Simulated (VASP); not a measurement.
Input of a VASP 6.6.1 run:

INCAR

```
SYSTEM = Bi
ALGO = Normal
EDIFF = 1E-6
ENCUT = 520
GGA = PS
ISIF = 2
ISMEAR = -1
LASPH = .TRUE.
LCHARG = .TRUE.
LELF = .TRUE.
LREAL = .FALSE.
LVHAR = .TRUE.
LWAVE = .FALSE.
NBANDS = 22
NELM = 60
PREC = Accurate
SIGMA = 0.1
```

The input KPOINTS:

```
k-points
0
G
  12 12 7
  0 0 0
```

File POSCAR:

```
Bi
1.0
    2.9450600834      0.0000000000      0.0000000000
   -1.4725300417      2.5504968479      0.0000000000
    0.0000000000      0.0000000000      4.6565090880
Bi
2
Direct
    0.3333333333      0.6666666667      0.2500000000
    0.6666666667      0.3333333333      0.7500000000
```

Potentials or basis: VASP PAW PBE potentials, release 64 (Bi_d).

Command:

```console
$ cat potpaw_PBE.64/Bi_d/POTCAR > POTCAR
$ mpirun -np 1 vasp_std > vasp.out
```

Question: Predict the pressure.

Answer: 115.3 GPa.

Question: What does it give for the band gap on the k mesh?

Answer: Zero (band 15 reaches 24.14 eV, above the bottom of band 16 at 12.65 eV).

Stress tensor (GPa, compression positive):
```
115.21   0.00   0.00
  0.00 115.21   0.00
  0.00   0.00 115.45
```

Caveat: the PAW data sets were made with another functional, which shifts forces and pressure a little; spin-orbit coupling is left out, which moves the levels of the heavy elements.
